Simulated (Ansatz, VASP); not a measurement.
## Sc3AlP in VASP and in Ansatz

```xyz
5
Lattice="4.5241 0.0000 0.0000 -2.2620 3.9179 0.0000 0.0000 0.0000 6.1644" Properties=species:S:1:pos:R:3 pbc="T T T"
Sc    2.2620    1.3060    1.6483
Sc    2.2620    1.3060    4.5161
Sc    0.0000    0.0000    0.0000
Al    0.0000    2.6120    0.0000
P     0.0000    0.0000    3.0822
```

Change from the starting cell: species swapped into the GaFe3As type (P-6m2, No. 187).

Alike in both runs: task single point; functional PBE; k mesh 6 × 6 × 4; occupations gaussian, width 0.1 eV; collinear spin.

|  | VASP | Ansatz |
| --- | --- | --- |
| version | VASP 6.6.1 | Ansatz 0.2.0 |
| potentials or method | VASP PAW PBE potentials, release 64 (Sc_sv, Al, P), cutoff 520 eV | scalar-relativistic, plane waves, PAW |
| valence electrons in the cell | 41 | 41 |

|  | VASP | Ansatz | Ansatz less VASP |
| --- | --- | --- | --- |
| gap on the k mesh at the Fermi level (eV) | none | none | - |
| pressure (GPa) | 0.1 | 0.0 | -0.08 |
| rms of the force components (eV/Å) | 0.003 | 0.003 | 0.0000 |
| net moment per atom (μB) | 0.00 | 0.00 | 0.000 |

Atom by atom the forces differ by 0.000 eV/Å (rms over components). A gap of «none» marks a metal or a gap that the smearing closes. With one functional, cell and mesh, what is left measures potentials, basis and numerics. Ansatz's warnings: seeded moment not kept.
